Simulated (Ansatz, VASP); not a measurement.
# One calculation of ZnS, two programs

Contents of INCAR:

```
SYSTEM = ZnS
ALGO = Normal
EDIFF = 1E-8
ENCUT = 520
GGA = PE
ISIF = 2
ISMEAR = -1
LASPH = .TRUE.
LCHARG = .FALSE.
LEFG = .TRUE.
LREAL = .FALSE.
LWAVE = .FALSE.
NBANDS = 16
NELM = 60
PREC = Accurate
SIGMA = 0.01
```

File KPOINTS:

```
k-points
0
G
  8 8 8
  0 0 0
```

Contents of POSCAR:

```
ZnS
1.0
    0.0000000000      2.7046500000      2.7046500000
    2.7046500000      0.0000000000      2.7046500000
    2.7046500000      2.7046500000      0.0000000000
Zn S
1 1
Direct
    0.0000000000      0.0000000000      0.0313730057
    0.7500000000      0.7500000000      0.7500000000
```

Input for Ansatz:

```yaml
crystal:
  lattice:
    - [0.0, 2.70465, 2.70465]
    - [2.70465, 0.0, 2.70465]
    - [2.70465, 2.70465, 0.0]
  atoms:
    - { symbol: Zn, position: [0.0, 0.0, 0.0313730057] }
    - { symbol: S, position: [0.75, 0.75, 0.75] }
kpoints:
  mp_grid: { grid: [8, 8, 8] }
scf:
  occupations: { method: fermi_dirac, width: 0.01 }
hamiltonian:
  xc: pbe
  pseudopotentials: { kind: all_electron, datasets: crystal }
output:
  forces: true
  stress: true
  eigenvalues: true
  efg: { contact_densities: true }
```

Alike in both runs: task electric field gradients; functional PBE; k mesh 8 × 8 × 8; occupations fermi-dirac, width 0.01 eV; no spin polarisation.

|  | VASP | Ansatz |
| --- | --- | --- |
| version | VASP 6.6.1 | Ansatz 0.2.0 |
| potentials or method | VASP PAW PBE potentials, release 64 (Zn, S), cutoff 520 eV | all-electron PAW with datasets made for the crystal, scalar-relativistic |

Ansatz gave:

```
gap on the k mesh at the Fermi level (eV)                     : 2.03
pressure (GPa)                                                : 1.9
traceless stress, the component that is largest in VASP (GPa) : -1.97
rms of the force components (eV/Å)                            : 0.417
size of Vzz on the site where it differs most (V/Å²)          : 30.2
```

Task: Estimate VASP's values.

Result: gap on the k mesh at the Fermi level (eV): 2.03; pressure (GPa): 2.0; traceless stress, the component that is largest in VASP (GPa): -2.00; rms of the force components (eV/Å): 0.421; size of Vzz on the site where it differs most (V/Å²): 32.3.

Atom by atom the forces differ by 0.003 eV/Å (rms over components). Ansatz ran all-electron here, and VASP with PAW potentials.
